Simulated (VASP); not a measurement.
Set up this calculation in VASP 6.6.1, as the native input.

```
Task                   : single point
Functional             : PBEsol
Potentials or basis    : VASP PAW PBE potentials, release 64 (C)
Cutoff                 : 520 eV
k mesh                 : 12 × 12 × 12
Occupations            : gaussian, width 0.05 eV
Spin                   : no spin polarisation
Dipole correction      : no
Further INCAR settings : ALGO = Normal; EDIFF = 1e-06; NBANDS = 11
```

The structure of C lies in POSCAR:

```
C
1.0
    0.0000000000      1.8479807985      1.7769046139
    1.8479807985      0.0000000000      1.7769046139
    1.8479807985      1.8479807985      0.0000000000
C
2
Direct
    0.5000000000      0.5000000000      0.5000000000
    0.7500000000      0.7500000000      0.7500000000
```

This cell differs from its parent crystal: strain +0.040 along x and y, +0.000 along z.

The input as run:

INCAR

```
SYSTEM = C
PREC     = Accurate       ! precision mode
ENCUT    = 520            ! plane-wave cutoff, eV
EDIFF    = 1E-6           ! SCF threshold, eV
ISMEAR   = 0              ! smearing method
SIGMA    = 0.05           ! smearing width, eV
LREAL    = .FALSE.        ! projectors in reciprocal space
LASPH    = .TRUE.         ! aspherical terms in the spheres
NELM     = 80             ! most SCF steps
ALGO     = Normal         ! electronic algorithm
ISIF     = 2              ! what is computed and relaxed
LWAVE    = .FALSE.        ! write WAVECAR
LCHARG   = .TRUE.         ! write CHGCAR
GGA      = PS             ! functional
LELF     = .TRUE.         ! ELF
LVHAR    = .TRUE.       
NBANDS   = 11             ! bands
```

KPOINTS

```
Automatic mesh
0
G
  12 12 12
  0 0 0
```

Potentials or basis: VASP PAW PBE potentials, release 64 (C).

The run is started by

```bash
$ cat potpaw_PBE.64/C/POTCAR > POTCAR
$ mpirun -np 1 vasp_std > vasp.out
```

It gave:

```
Pressure               : -29.7 GPa
Band gap on the k mesh : 2.95 eV, indirect (least direct gap 4.70 eV)
```

Caveat: the cell differs from its parent crystal (strain +0.040 along x and y, +0.000 along z); the PAW data sets were made with another functional, which shifts forces and pressure a little.

Run time: 28 s on 1 thread of Intel Xeon 8259CL, on a shared host, peak memory 0.13 GiB.
